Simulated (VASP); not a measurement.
Here is a VASP 6.6.1 calculation.

Contents of POSCAR:

```
GaN
1.0
    3.1623545186      0.0000000000      0.0000000000
   -1.5811772593      2.7386793489      0.0000000000
    0.0000000000      0.0000000000      5.1498438870
Ga N
2 2
Direct
    0.3333333333      0.6666666667     -0.0008663460
    0.6666666667      0.3333333333      0.4991336540
    0.3333333333      0.6666666667      0.3758663460
    0.6666666667      0.3333333333      0.8758663460
```

File INCAR.step1:

```
PREC = Accurate
ENCUT = 1460
ISMEAR = 0
SIGMA = 0.01
LREAL = False
LASPH = True
NELM = 120
NBANDS = 26
GGA = PE
ALGO = Normal
EDIFF = 1E-5
LWAVE = True
LCHARG = False
GGA_COMPAT = False
```

Contents of INCAR.step2:

```
PREC = Accurate
ENCUT = 1460
EDIFF = 1E-6
ISMEAR = 0
SIGMA = 0.01
LREAL = False
LASPH = True
NELM = 120
ALGO = Normal
ISIF = 2
LWAVE = False
LCHARG = False
METAGGA = R2SCAN
LMIXTAU = True
NBANDS = 26
ISTART = 1
GGA_COMPAT = False
```

Contents of KPOINTS:

```
Automatic mesh
0
Gamma
  8 8 4
```

Potentials or basis: VASP PAW PBE potentials, release 64 (Ga_d, N_h).

Run with:

```console
$ cat potpaw_PBE.64/Ga_d/POTCAR potpaw_PBE.64/N_h/POTCAR > POTCAR
$ cp INCAR.step1 INCAR
$ mpirun -np 1 vasp_std > vasp.out
$ cp INCAR.step2 INCAR
$ mpirun -np 1 vasp_std > vasp.out
```

(1) Estimate the pressure.

(2) What does it give for the band gap on the k mesh?

Results:

(1) 5.1 GPa.

(2) 2.48 eV.

Caveat: the cell stands under pressure; the PAW data sets were made with another functional, which shifts forces and pressure a little.
